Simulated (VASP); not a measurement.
Input of a VASP 6.6.1 run:

The input INCAR:

```
SYSTEM = MgS
PREC = Accurate ; ENCUT = 520
EDIFF = 1E-7 ; ISMEAR = 0
SIGMA = 0.05 ; LREAL = .FALSE.
LASPH = .TRUE. ; NELM = 60
ALGO = Normal ; ISIF = 2
LWAVE = .FALSE. ; LCHARG = .FALSE.
GGA = PE ; NBANDS = 11
```

Contents of KPOINTS:

```
regular mesh
0
G
  8 8 8
  0 0 0
```

File POSCAR:

```
MgS
1.0
    0.0000000000      2.7317325000      2.7317325000
    2.7317325000      0.0000000000      2.7317325000
    2.7317325000      2.7317325000      0.0000000000
Mg S
1 1
Direct
    0.0000000000      0.0000000000      0.0000000000
    0.5000000000      0.5000000000      0.5000000000
```

Potentials or basis: VASP PAW PBE potentials, release 64 (Mg, S).

Run with:

```console
$ cat potpaw_PBE.64/Mg/POTCAR potpaw_PBE.64/S/POTCAR > POTCAR
$ mpirun -np 1 vasp_std > vasp.out
```

(1) What does it give for the pressure?

(2) What does it give for the band gap on the k mesh?

Answers

(1) -7.6 GPa.

(2) 2.44 eV, indirect (least direct gap 2.66 eV).

Caveat: the cell differs from its parent crystal (strain +0.050 along x and y, +0.050 along z).
